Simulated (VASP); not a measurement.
# Pt (P6_3/mmc) in VASP: notebook

Runs on Pt. Level: PBEsol. Tasks: single point.

Program: VASP 6.6.1. These are calculated values, not measurements. Logs are shortened: lines on timing, memory, paths and dates and some standing lists are left out, and cuts for length are marked.

## (1) The cell of the first run

Symmetry: P6_3/mmc, No. 194, hexagonal system. Conventional cell: a = 2.554 Å, b = 2.554 Å, c = 4.792 Å, α = 90.00°, β = 90.00°, γ = 120.00°. Pt (site symmetry -6m2) has 12 Pt at 2.55 to 2.81 Å within 3.4 Å.

## (2) Single point, PBEsol (strain -0.0750 x Voigt [1, 1, 0, 0, 0, 0])

The input, INCAR:

```
SYSTEM = Pt
ALGO     = Normal         ! electronic algorithm
EDIFF    = 1E-6           ! SCF threshold, eV
ENCUT    = 520            ! plane-wave cutoff, eV
GGA      = PS             ! functional
ISIF     = 2              ! what is computed and relaxed
ISMEAR   = 0              ! smearing method
LASPH    = .True.         ! aspherical terms in the spheres
LCHARG   = .False.        ! write CHGCAR
LREAL    = .False.        ! projectors in reciprocal space
LWAVE    = .False.        ! write WAVECAR
NBANDS   = 17             ! bands
NELM     = 60             ! most SCF steps
PREC     = Accurate       ! precision mode
SIGMA    = 0.15           ! smearing width, eV
```

The input, KPOINTS:

```
k-points
0
Gamma
  18 18 10
  0 0 0
```

The input, POSCAR:

```
Pt
1.0
    2.5536156946      0.0000000000      0.0000000000
   -1.2768078473      2.2114960630      0.0000000000
    0.0000000000      0.0000000000      4.7921340000
Pt
2
Direct
    0.6666666667      0.3333333333      0.7500000000
    0.3333333333      0.6666666667      0.2500000000
```

Potentials or basis: VASP PAW PBE potentials, release 64 (Pt).

The run is started by

```console
cat potpaw_PBE.64/Pt/POTCAR > POTCAR
mpirun -np 1 vasp_std > vasp.out
```

OUTCAR:

```text
SYSTEM = Pt
   EDIFF = 1E-6
   ENCUT = 520
   GGA = PS
   ISIF = 2
   ISMEAR = 0
   LASPH = .True.
   LREAL = .False.
   NELM = 60
   PREC = Accurate

 ion  position               nearest neighbor table
   1  0.667  0.333  0.750-   2 2.81   2 2.81   2 2.81   2 2.81   2 2.81   2 2.81
   2  0.333  0.667  0.250-   1 2.81   1 2.81   1 2.81   1 2.81   1 2.81   1 2.81

  LATTYP: Found a hexagonal cell.
 ALAT       =     2.5536156946
 C/A-ratio  =     1.8766073572

  Lattice vectors:

 A1 = (   2.5536156946,   0.0000000000,   0.0000000000)
 A2 = (  -1.2768078473,   2.2114960630,   0.0000000000)
 A3 = (   0.0000000000,   0.0000000000,   4.7921340000)

Analysis of symmetry for initial positions (statically):
=====================================================================
 Subroutine PRICEL returns:
 Original cell was already a primitive cell.

 Routine SETGRP: Setting up the symmetry group for a
 hexagonal supercell.

 Subroutine GETGRP returns: Found 24 space group operations
 (whereof 12 operations were pure point group operations)
 out of a pool of 24 trial point group operations.

The static configuration has the point symmetry D_3d.
 The point group associated with its full space group is D_6h.

Analysis of symmetry for dynamics (positions and initial velocities):
=====================================================================
 Subroutine PRICEL returns:
 Original cell was already a primitive cell.

 Routine SETGRP: Setting up the symmetry group for a
 hexagonal supercell.

 Subroutine GETGRP returns: Found 24 space group operations
 (whereof 12 operations were pure point group operations)
 out of a pool of 24 trial point group operations.

The dynamic configuration has the point symmetry D_3d.
 The point group associated with its full space group is D_6h.

 Subroutine INISYM returns: Found 24 space group operations
 (whereof 12 operations are pure point group operations),
 and found     1 'primitive' translations

----------------------------------------------------------------------------------------

                                     Primitive cell

  volume of cell :      27.0627

  direct lattice vectors                    reciprocal lattice vectors
     2.553615695  0.000000000  0.000000000     0.391601603  0.226091291  0.000000000
    -1.276807847  2.211496063  0.000000000     0.000000000  0.452182582  0.000000000
     0.000000000  0.000000000  4.792134000     0.000000000  0.000000000  0.208675300

[... 76 lines left out ...]
   ICHARG =      2    charge: 1-file 2-atom 10-const
   ISPIN  =      1    spin polarized calculation?
   LNONCOLLINEAR =      F non collinear calculations
   LSORBIT =      F    spin-orbit coupling
   LASPH  =      T    aspherical Exc in radial PAW
   ENCUT  =  520.0 eV  38.22 Ry    6.18 a.u.   4.75  4.75  8.91*2*pi/ulx,y,z
   NELM   =     60;   NELMIN=  2; NELMDL= -5     # of ELM steps
   EDIFF  = 0.1E-05   stopping-criterion for ELM
   LREAL  =      F    real-space projection
   EDIFFG = 0.1E-04   stopping-criterion for IOM
   NSW    =      0    number of steps for IOM
   IBRION =     -1    ionic relax: 0-MD 1-quasi-New 2-CG
   NFREE  =      0    steps in history (QN), initial steepest desc. (CG)
   ISIF   =      2    stress and relaxation
   ISYM   =      2    0-nonsym 1-usesym 2-fastsym
   POTIM  = 0.5000    time-step for ionic-motion
   TEBEG  =    0.0;   TEEND  =   0.0 temperature during run
   PSTRESS=    0.0 pullay stress
   NELECT =      20.0000    total number of electrons
   NUPDOWN=      -1.0000    fix difference up-down
   EMIN   =  10.00;   EMAX   =-10.00  energy-range for DOS
   EFERMI =   0.00;   METHOD = LEGACY
   ISMEAR =     0;   SIGMA  =   0.15  broadening in eV -4-tet -1-fermi 0-gaus
   EFERMI_NEDOS =   21; number of points for ismear=-14 and -15
   IALGO  =     38    algorithm
   IMIX   =      4    mixing-type and parameters
     AMIX     =   0.40;   BMIX     =  1.00
     AMIX_MAG =   1.60;   BMIX_MAG =  1.00
  volume/ion in A,a.u.               =      13.53        91.31
  Fermi-wavevector in a.u.,A,eV,Ry     =   1.480112  2.797006 29.806716  2.190732
  Thomas-Fermi vector in A             =   2.594187
   LORBIT       =      0    0 simple, 1 ext, 2 COOP (PROOUT), +10 PAW based schemes
   GGA     = PS    functional components
   LHFCALC =     F    Hartree Fock is set to
   AEXX    =    0.0000 exact exchange contribution
   IVDW    =     0    specifies the selected vdW correction
   LEPSILON=     F    determine dielectric tensor
   LRPA    =     F    only Hartree local field effects (RPA)
 non-spin polarized calculation
 Gauss-broadening in eV      SIGMA  =   0.15
  energy-cutoff  :      520.00
  volume of cell :       27.06
 maximum number of plane-waves:       744
 NGX is ok and might be reduce to    20
   NGX =  9   NGY =  9   NGZ = 17

 number of electron      20.0000002 magnetization

 Free energy of the ion-electron system (eV)
  ---------------------------------------------------
  ext. energy  EPLUGINS =         0.00000000
  ---------------------------------------------------
  free energy    TOTEN  =       -13.21055443 eV

  energy without entropy =      -13.18635714  energy(sigma->0) =      -13.19845578

 E-fermi :  13.2235     XC(G=0): -14.2531

 val. band max:       13.2233307282   @ k =   0.2778   0.1667   0.0000
 cond. band min:      13.2247082141   @ k =   0.2778   0.2222   0.0000
 fundamental gap:      0.0013774860
 Fermi energy:        13.2235461127

 k-point     1 :       0.0000    0.0000    0.0000
  band No.  band energies     occupation
      1       1.7197      2.00000
      2       4.1578      2.00000
      3       7.5374      2.00000
      4       8.7896      2.00000
      5       8.7896      2.00000
      6       9.1263      2.00000
[... 457 lines left out ...]
      4       8.5569      2.00000
      5       9.1013      2.00000
      6       9.5809      2.00000
[... 9 lines left out ...]
     16      27.1592      0.00000
     17      27.3726      0.00000

 [... further k-points ...]
[... 5 lines left out ...]
  --------------------------------------------------------------------------------------
  -------------------------------------------------------------------------------------
  Total       10.9283738     10.9283738      3.2324676     -0.0000000      0.0000000      0.0000000
  in kB      646.9868630    646.9868630    191.3701051     -0.0000000      0.0000000      0.0000000
  external PRESSURE =     495.1146104 kB  Pullay stress =       0.0000000 kB

 VOLUME and BASIS-vectors are now :
 -----------------------------------------------------------------------------
  energy-cutoff  :      520.00
  volume of cell :       27.06
      direct lattice vectors                 reciprocal lattice vectors
     2.553615695  0.000000000  0.000000000     0.391601603  0.226091291  0.000000000
    -1.276807847  2.211496063  0.000000000     0.000000000  0.452182582  0.000000000
     0.000000000  0.000000000  4.792134000     0.000000000  0.000000000  0.208675300

 POSITION                                       TOTAL-FORCE (eV/Angst)
 -----------------------------------------------------------------------------------
      1.27681      0.73717      3.59410        -0.000000      0.000000      0.000000
     -0.00000      1.47433      1.19803         0.000000     -0.000000      0.000000
 -----------------------------------------------------------------------------------
    total drift:                               -0.000000      0.000000     -0.000000

  FREE ENERGIE OF THE ION-ELECTRON SYSTEM (eV)
  ---------------------------------------------------
  free  energy   TOTEN  =       -13.2105544289 eV

  energy  without entropy=      -13.1863571356  energy(sigma->0) =      -13.19845578
```

Run time: 28 s. Hardware: 1 thread of Intel Xeon 6975P-C (Granite Rapids), shared host; peak memory 0.21 GiB.

Results:

```
Free energy            : -13.2106 eV
Pressure               : 49.5 GPa
Band gap on the k mesh : zero (band 10 reaches 14.34 eV, above the bottom of band 11 at 12.37 eV)
```

Stress tensor (GPa, compression positive):
```
64.70  0.00  0.00
 0.00 64.70  0.00
 0.00  0.00 19.14
```

Levels at points of the mesh, in eV from the Fermi level:
```
           k point  band 7  band 8  band 9  band 10  band 11  band 12  band 13  band 14
(0.00, 0.00, 0.00)   -4.10   -2.06   -1.63    -1.63    -0.12    -0.12     4.66    14.28
(0.50, 0.00, 0.00)   -3.02   -0.18    0.96     1.12     2.72     4.46     8.40     8.90
(0.00, 0.00, 0.50)   -4.36   -4.36   -0.75    -0.75    -0.75    -0.75    11.25    11.25
(0.50, 0.00, 0.50)   -1.23   -1.23    1.04     1.04     1.66     1.66     8.20     8.20
```

Caveat: the cell differs from its parent crystal (strain -0.0750 x Voigt [1, 1, 0, 0, 0, 0]); the PAW data sets were made with another functional, which shifts forces and pressure a little; spin-orbit coupling is left out, which moves the levels of the heavy elements.

## (3) Single point, PBEsol (strain -0.0500 x Voigt [1, 1, 0, 0, 0, 0])

The input, INCAR:

```
SYSTEM = Pt
PREC = Accurate
ENCUT = 520
EDIFF = 1E-7
ISMEAR = 0
SIGMA = 0.15
LREAL = .FALSE.
LASPH = .TRUE.
NELM = 100
ALGO = Normal
ISIF = 2
LWAVE = .FALSE.
LCHARG = .FALSE.
GGA = PS
NBANDS = 17
```

The input, KPOINTS:

```
regular mesh
0
G
  18 18 10
  0 0 0
```

The input, POSCAR:

```
Pt
1.0
    2.6226323350      0.0000000000      0.0000000000
   -1.3113161675      2.2712662269      0.0000000000
    0.0000000000      0.0000000000      4.7921340000
Pt
2
Direct
    0.6666666667      0.3333333333      0.7500000000
    0.3333333333      0.6666666667      0.2500000000
```

Potentials or basis: VASP PAW PBE potentials, release 64 (Pt).

The run is started by

```console
cat potpaw_PBE.64/Pt/POTCAR > POTCAR
mpirun -np 1 vasp_std > vasp.out
```

Wall time 31 s (1 thread of Intel Xeon 6975P-C (Granite Rapids), shared host); peak memory 0.21 GiB.

Results (log left out):

| Quantity | Value |
| --- | --- |
| Free energy | -13.6396 eV |
| Pressure | 22.3 GPa |
| Band gap on the k mesh | zero (band 10 reaches 12.99 eV, above the bottom of band 11 at 11.34 eV) |

Stress tensor (GPa, compression positive):
```
29.94  0.00  0.00
 0.00 29.94  0.00
 0.00  0.00  7.10
```

Levels at points of the mesh, in eV from the Fermi level:
```
           k point  band 7  band 8  band 9  band 10  band 11  band 12  band 13  band 14
(0.00, 0.00, 0.00)   -3.71   -1.70   -1.70    -1.61    -0.17    -0.17     4.66    14.78
(0.50, 0.00, 0.00)   -2.89   -0.11    0.69     0.86     2.54     4.22     7.86     8.88
(0.00, 0.00, 0.50)   -4.01   -4.01   -0.78    -0.78    -0.78    -0.78    11.48    11.48
(0.50, 0.00, 0.50)   -1.09   -1.09    0.78     0.78     1.65     1.65     7.54     7.54
```

Caveat: the cell differs from its parent crystal (strain -0.0500 x Voigt [1, 1, 0, 0, 0, 0]); the PAW data sets were made with another functional, which shifts forces and pressure a little; spin-orbit coupling is left out, which moves the levels of the heavy elements.
